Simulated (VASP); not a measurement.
A run of VASP 6.6.1 is set up as follows.

File INCAR:

```
PREC = Accurate
ENCUT = 520
EDIFF = 1E-7
ISMEAR = 0
SIGMA = 0.1
LREAL = False
LASPH = True
NELM = 100
ALGO = Normal
ISIF = 2
LWAVE = False
LCHARG = False
GGA = PS
NBANDS = 10
```

The input KPOINTS:

```
Automatic mesh
0
Gamma
  6 6 6
```

Contents of POSCAR:

```
Na
1.0
    3.5932974002      0.0000000000      0.0000000000
   -1.7966487001      3.1118868319      0.0000000000
    0.0000000000      0.0000000000      3.3574872583
Na
1
Direct
    0.0000000000      0.0000000000      0.0000000000
```

Potentials or basis: VASP PAW PBE potentials, release 64 (Na_pv).

Command:

```sh
$ cat potpaw_PBE.64/Na_pv/POTCAR > POTCAR
$ mpirun -np 1 vasp_std > vasp.out
```

Task: What does it give for the pressure?

Result: 0.1 GPa.

Caveat: the PAW data sets were made with another functional, which shifts forces and pressure a little.
